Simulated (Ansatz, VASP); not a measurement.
**NbCd3: VASP beside Ansatz**

File INCAR:

```
SYSTEM = NbCd3
PREC     = Accurate       ! precision mode
ENCUT    = 520            ! plane-wave cutoff, eV
EDIFF    = 1E-6           ! SCF threshold, eV
ISMEAR   = -1             ! smearing method
SIGMA    = 0.0239         ! smearing width, eV
LREAL    = .FALSE.        ! projectors in reciprocal space
LASPH    = .TRUE.         ! aspherical terms in the spheres
NELM     = 60             ! most SCF steps
ALGO     = Normal         ! electronic algorithm
ISIF     = 2              ! what is computed and relaxed
LWAVE    = .FALSE.        ! write WAVECAR
LCHARG   = .TRUE.         ! write CHGCAR
GGA      = PE             ! functional
LELF     = .TRUE.         ! ELF
LVHAR    = .TRUE.       
NBANDS   = 32             ! bands
```

File KPOINTS:

```
Automatic mesh
0
G
  8 8 8
  0 0 0
```

Contents of POSCAR:

```
NbCd3
1.0
    4.2111790000      0.0000000000      0.0000000000
    0.0000000000      4.2111790000      0.0000000000
    0.0000000000      0.0000000000      4.2111790000
Cd Nb
3 1
Direct
    0.0000000000      0.5000000000      0.5000000000
    0.5000000000      0.0000000000      0.5000000000
    0.5000000000      0.5000000000      0.0000000000
    0.0000000000      0.0000000000      0.0000000000
```

Input for Ansatz:

```yaml
crystal:
  lattice:
    - [4.211179, 0.0, 0.0]
    - [0.0, 4.211179, 0.0]
    - [0.0, 0.0, 4.211179]
  atoms:
    - { symbol: Cd, position: [0.0, 0.5, 0.5] }
    - { symbol: Cd, position: [0.5, 0.0, 0.5] }
    - { symbol: Cd, position: [0.5, 0.5, 0.0] }
    - { symbol: Nb, position: [0.0, 0.0, 0.0] }
  symmetry: { tolerance: 0.0003 }
kpoints:
  mp_grid: { grid: [8, 8, 8], shift: [0, 0, 0] }
  band_path:
    path:
      - [0.0, 0.0, 0.0]
      - [0.0, 0.5, 0.0]
      - [0.5, 0.5, 0.0]
      - [0.0, 0.0, 0.0]
      - [0.5, 0.5, 0.5]
      - [0.0, 0.5, 0.0]
      - [0.5, 0.5, 0.5]
      - [0.5, 0.5, 0.0]
    npoints: 8
magnetization:
  spin_polarized: false
scf:
  occupations: { method: fermi_dirac, width: 0.0239 }
  lower_state_search: "off"
  max_iter: 200
hamiltonian:
  pseudopotentials: { kind: paw }
  xc: pbe
basis:
  ecutwfc: 420
  fft_grid_basis: typed
output:
  forces: true
  stress: true
  eigenvalues: true
  bader: true
  populations: true
  elf: true
  write_potential: true
  volumetric_format: npy
  dos:
    e_range: [-12, 8]
    de: 0.05
    projected: { site_lists: { Cd: [Cd], Nb: [Nb] } }
checkpoint:
  read: saved_state
```

Alike in both runs: task single point; functional PBE; k mesh 8 × 8 × 8; occupations fermi-dirac, width 0.0239 eV; no spin polarisation.

|  | VASP | Ansatz |
| --- | --- | --- |
| version | VASP 6.6.1 | Ansatz 0.2.0 |
| potentials or method | VASP PAW PBE potentials, release 64 (Cd, Nb_sv), cutoff 520 eV | PAW plane waves |
| valence electrons in the cell | 49 | 73 |

```tsv
	VASP	Ansatz	Ansatz less VASP
pressure (GPa)	8.1	7.6	-0.54
```

VASP's potentials hold 49 valence electrons a cell and Ansatz's 73, so a difference there can come from the potentials and not from the codes.
